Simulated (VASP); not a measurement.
Set up this calculation in VASP 6.6.1, as the native input.

```
Task                   : single point
Functional             : PBEsol
Potentials or basis    : VASP PAW PBE potentials, release 64 (Pt)
Cutoff                 : 520 eV
k mesh                 : 24 × 24 × 5
Occupations            : gaussian, width 0.15 eV
Spin                   : no spin polarisation
Dipole correction      : no
Further INCAR settings : ALGO = Fast; EDIFF = 1e-06; NBANDS = 39
```

The structure of Pt lies in POSCAR:

```
Pt
1.0
    1.9590303458     -1.9590303458      0.0000000000
    1.9590303458      0.0000000000     -1.9590303458
    8.4134716524      8.4134716524      8.4134716524
Pt
6
Direct
    0.6666666667      0.6666666667      0.0775993003
    0.0000000000      0.0000000000      0.8537475328
    0.3333333333      0.3333333333      0.2328289468
    0.6666666667      0.6666666667      0.5432882398
    0.0000000000      0.0000000000      0.3880585933
    0.3333333333      0.3333333333      0.6985178863
```

This cell differs from its parent crystal: the distance across one plane changed.

One way to write it, as run:

INCAR

```
SYSTEM = Pt
PREC = Accurate ; ENCUT = 520
EDIFF = 1E-6 ; ISMEAR = 0
SIGMA = 0.15 ; LREAL = .FALSE.
LASPH = .TRUE. ; NELM = 80
ALGO = Fast ; ISIF = 2
LWAVE = .FALSE. ; LCHARG = .TRUE.
GGA = PS ; LELF = .TRUE.
LVHAR = .TRUE. ; NBANDS = 39
```

KPOINTS

```
regular mesh
0
G
  24 24 5
  0 0 0
```

Potentials or basis: VASP PAW PBE potentials, release 64 (Pt).

Launch:

```bash
$ cat potpaw_PBE.64/Pt/POTCAR > POTCAR
$ mpirun -np 1 vasp_std > vasp.out
```

It gave:

The pressure is -6.2 GPa. The largest force is 0.883 eV/Å. The band gap on the k mesh is zero (bands 30 and 31 overlap by 1.56 eV).

Caveat: the cell differs from its parent crystal (the distance across one plane changed); the cell stands under tension; the PAW data sets were made with another functional, which shifts forces and pressure a little; spin-orbit coupling is left out, which moves the levels of the heavy elements.

Run time: 29 min on 1 thread of AMD EPYC 7R13 (shared host), peak memory 0.75 GiB.
